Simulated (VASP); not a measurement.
# Au: single point with LDA

Au:

```
Au
1.0
     1.42375   -2.57845    0.00000
     1.42375    2.57845    0.00000
     0.00000    0.00000    4.93628
Au
2
Direct
  0.66533 0.33467 0.25000
  0.33467 0.66533 0.75000
```

```json
{
  "Program": "VASP 6.6.1",
  "Task": "single point",
  "Functional": "LDA",
  "Potentials or basis": "VASP PAW LDA potentials, release 64 (Au)",
  "Cutoff": "520 eV",
  "k mesh": "12 × 12 × 6",
  "Occupations": "gaussian, width 0.1 eV",
  "Spin": "no spin polarisation",
  "Dipole correction": "no",
  "Further INCAR settings": "ALGO = Normal; EDIFF = 1e-07; NBANDS = 18"
}
```

The pressure is -12.5 GPa. The band gap on the k mesh is zero (band 11 reaches 12.12 eV, above the bottom of band 12 at 5.79 eV).

Stress tensor (GPa, compression positive):
```
-12.86   0.00   0.00
  0.00 -12.51   0.00
  0.00   0.00 -12.03
```

Levels at points of the mesh, in eV from the Fermi level:
```
           k point  band 7  band 8  band 9  band 10  band 11  band 12  band 13  band 14  band 15  band 16
(0.00, 0.00, 0.00)   -3.72   -3.34   -3.19    -2.10    -2.04    -0.90     2.31    14.57    15.49    16.67
(0.50, 0.00, 0.00)   -3.33   -1.91   -1.75    -1.60     0.53     1.69     5.66     7.04     7.16     9.86
(0.50, 0.50, 0.00)   -3.47   -1.83   -1.82    -1.66     0.26     1.23     5.28     6.57     6.83    10.98
(0.00, 0.00, 0.50)   -4.02   -4.02   -2.55    -2.55    -2.42    -2.42    10.04    10.04    14.87    14.87
(0.50, 0.00, 0.50)   -2.28   -2.28   -1.65    -1.65     0.74     0.74     3.89     3.89    12.89    12.89
(0.50, 0.50, 0.50)   -2.26   -2.26   -1.72    -1.72     0.37     0.37     3.36     3.36    12.51    12.51
```

It took 26 s on 1 thread of Intel(R) Xeon(R) 6975P-C (Granite Rapids), on a shared host, peak memory 0.21 GiB.

Caveat: spin-orbit coupling is left out, which moves the levels of the heavy elements.
